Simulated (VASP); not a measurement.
The system is Mg7Se.

```
Mg Se
1.0
     0.00033    0.06579    4.59853
     6.58367   -0.02169    0.00046
    -0.02169    6.41082    0.09065
Mg Se
7 1
Cartesian
  1.7130 1.7290 0.3624
  4.8303 4.6505 0.4199
  4.8624 1.7068 0.3766
  1.7651 4.6834 0.5518
  3.2680 6.4223 2.7172
  6.6282 3.1602 2.8100
  3.2335 3.2601 2.8065
  6.5105 6.5238 3.7218
```

```yaml
Program: VASP 6.6.1
Task: relaxation of cell and atoms
Functional: PBE
Potentials_or_basis: VASP PAW PBE potentials, release 64 (Mg, Se)
Cutoff: 600 eV
k_mesh: 6 × 4 × 4
Occupations: gaussian, width 0.2 eV
Spin: no spin polarisation
```

At the start: pressure -0.8 GPa; volume 24.26 Å³/atom.

Question: Where does the relaxation end?

Answer: Over 11 steps the energy falls by 16.6 meV/atom and the volume is 23.45 Å³/atom (-3.3 %); space group P1 (No. 1, to 0.1 Å) before, P4mm (No. 99, to 0.1 Å).

Step by step:
```csv
step,energy change (eV),largest force (eV/Å),pressure (GPa),volume (Å³)
1,0.0000,0.5280,-0.79,194.05
2,-0.0522,0.4275,-0.28,190.70
3,-0.0907,0.2756,1.02,183.84
4,-0.1198,0.1610,0.42,186.26
5,-0.1222,0.1284,0.21,187.19
6,-0.1273,0.0734,-0.05,188.30
7,-0.1281,0.0601,-0.22,189.02
8,-0.1304,0.0481,-0.04,188.01
9,-0.1308,0.0480,0.05,187.42
10,-0.1319,0.0361,0.03,187.48
11,-0.1331,0.0198,-0.04,187.62
```

Final structure:
```cif
data_structure
_symmetry_space_group_name_H-M 'P 1'
_symmetry_Int_Tables_number 1
_cell_length_a 4.5610
_cell_length_b 6.4176
_cell_length_c 6.4098
_cell_angle_alpha 89.953
_cell_angle_beta 89.849
_cell_angle_gamma 90.108
_cell_volume 187.62
loop_
_atom_site_label
_atom_site_type_symbol
_atom_site_fract_x
_atom_site_fract_y
_atom_site_fract_z
_atom_site_occupancy
Mg1 Mg 0.08652 0.26154 0.26205 1
Mg2 Mg 0.08524 0.73882 0.73803 1
Mg3 Mg 0.08747 0.73797 0.26093 1
Mg4 Mg 0.08351 0.26114 0.73910 1
Mg5 Mg 0.58799 0.50065 0.99975 1
Mg6 Mg 0.58740 0.99998 0.49692 1
Mg7 Mg 0.59336 0.50009 0.50078 1
Se1 Se 0.78304 0.99980 0.00243 1
```
